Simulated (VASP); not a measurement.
Write the native input for VASP 6.6.1 that does the following.

```yaml
Task: single point
Functional: r2SCANh
Potentials_or_basis: VASP PAW PBE potentials, release 64 (Ba_sv, Ti_sv, O)
Cutoff: 580 eV
k_mesh: 4 × 4 × 4
Occupations: fermi-dirac, width 0.05 eV
Spin: no spin polarisation
Dipole_correction: no
Grid_for_exact_exchange_PRECFOCK: Normal
Further_INCAR_settings: ALGO = Normal; EDIFF = 1e-06; NBANDS = 28
Share_of_exact_exchange: 0.1
```

Crystal: BaTiO3.

```
CELL_PARAMETERS angstrom
3.99980 0.00000 0.00000
0.00000 3.99980 0.00000
0.00000 0.00000 4.01800
ATOMIC_POSITIONS crystal
Ba 0.00000 0.00000 0.00000
Ti 0.50000 0.50000 0.49000
O 0.00000 0.50000 0.51700
O 0.50000 0.00000 0.51700
O 0.50000 0.50000 0.01900
```

These files were run (other wordings do the same):

POSCAR

```
BaTiO3
1.0
    3.9998000000      0.0000000000      0.0000000000
    0.0000000000      3.9998000000      0.0000000000
    0.0000000000      0.0000000000      4.0180000000
Ba Ti O
1 1 3
Direct
    0.0000000000      0.0000000000      0.0000000000
    0.5000000000      0.5000000000      0.4900000000
    0.0000000000      0.5000000000      0.5170000000
    0.5000000000      0.0000000000      0.5170000000
    0.5000000000      0.5000000000      0.0190000000
```

INCAR.step1

```
SYSTEM = BaTiO3
PREC = Accurate
ENCUT = 580
EDIFF = 1E-5
ISMEAR = -1
SIGMA = 0.05
LREAL = .FALSE.
LASPH = .TRUE.
NELM = 120
ALGO = Normal
ISIF = 2
LWAVE = .TRUE.
NBANDS = 28
GGA = PE
GGA_COMPAT = .FALSE.
KPAR = 4
```

INCAR.step2

```
SYSTEM = BaTiO3
PREC = Accurate
ENCUT = 580
EDIFF = 1E-6
ISMEAR = -1
SIGMA = 0.05
LREAL = .FALSE.
LASPH = .TRUE.
NELM = 120
ALGO = Normal
ISIF = 2
LWAVE = .FALSE.
LCHARG = .TRUE.
METAGGA = R2SCAN
LHFCALC = .TRUE.
AEXX = 0.1
LMIXTAU = .TRUE.
PRECFOCK = Normal
LVHAR = .TRUE.
NBANDS = 28
ISTART = 1
GGA_COMPAT = .FALSE.
KPAR = 4
```

KPOINTS

```
Automatic mesh
0
G
  4 4 4
  0 0 0
```

Potentials or basis: VASP PAW PBE potentials, release 64 (Ba_sv, Ti_sv, O).

Command:

```bash
$ cat potpaw_PBE.64/Ba_sv/POTCAR potpaw_PBE.64/Ti_sv/POTCAR potpaw_PBE.64/O/POTCAR > POTCAR
$ cp INCAR.step1 INCAR
$ mpirun -np 4 vasp_std > vasp.out
$ cp INCAR.step2 INCAR
$ mpirun -np 4 vasp_std > vasp.out
```

It gave:

| Quantity | Value |
| --- | --- |
| Pressure | -0.6 GPa |
| Largest force | 0.427 eV/Å |
| Band gap on the k mesh | 2.98 eV (least direct gap 3.25 eV) |

Caveat: the PAW data sets were made with another functional, which shifts forces and pressure a little; spin-orbit coupling is left out, which moves the levels of the heavy elements.

Run time: 28 min on 4 MPI ranks on Intel(R) Xeon(R) Platinum 8259CL CPU @ 2.50GHz (Skylake/Cascade Lake), with other jobs on the host, peak memory 0.24 GiB a rank.
